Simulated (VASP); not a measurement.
Runs of VASP 6.6.1 on AlN. The structure is that of space group P6_3mc (No. 186), or close to it. The cells are those of the table. 

```csv
level,cell,smearing,gap on the mesh (eV),pressure (GPa),largest force (eV/Å)
r2SCAN,"a = 3.108, b = 3.040, c = 4.979 Å, angles 90.0, 90.0, 117.8°, 4 atoms",gaussian 0.01 eV,4.90,-0.4,-
r2SCAN,"a = 3.200, b = 3.200, c = 5.128 Å, angles 90.0, 90.0, 120.0°, 4 atoms",gaussian 0.01 eV,4.13,(a),-
PBE,"a = 3.200, b = 3.200, c = 5.128 Å, angles 90.0, 90.0, 120.0°, 4 atoms",fermi-dirac 0.02 eV,3.49,-11.4,0.01
PBE,"a = 3.108, b = 3.040, c = 4.979 Å, angles 90.0, 90.0, 117.8°, 4 atoms",fermi-dirac 0.02 eV,4.22,4.4,0.03
PBE,"a = 3.107, b = 3.107, c = 4.979 Å, angles 90.0, 90.0, 120.0°, 4 atoms",fermi-dirac 0.02 eV,4.24,4.4,0.01
PBE,"a = 3.200, b = 3.130, c = 4.979 Å, angles 90.0, 90.0, 120.7°, 4 atoms",fermi-dirac 0.02 eV,3.91,-1.7,0.03
r2SCAN,"a = 3.060, b = 3.060, c = 4.904 Å, angles 90.0, 90.0, 120.0°, 4 atoms",gaussian 0.01 eV,(c),(b),-
r2SCAN,"a = 3.200, b = 3.130, c = 4.979 Å, angles 90.0, 90.0, 120.7°, 4 atoms",gaussian 0.01 eV,4.57,-6.5,-
```

Alike in all rows: task single point; potentials or basis VASP PAW PBE potentials, release 64 (Al, N); no spin polarisation; k mesh 12 × 12 × 6; cutoff (eV) 520.

Question: Fill in the values left out.

Answer: (a) -16.2; (b) 10.1; (c) 5.34.

Caveats: the PAW data sets were made with another functional, which shifts forces and pressure a little (some runs).

A k mesh can miss the band edges.
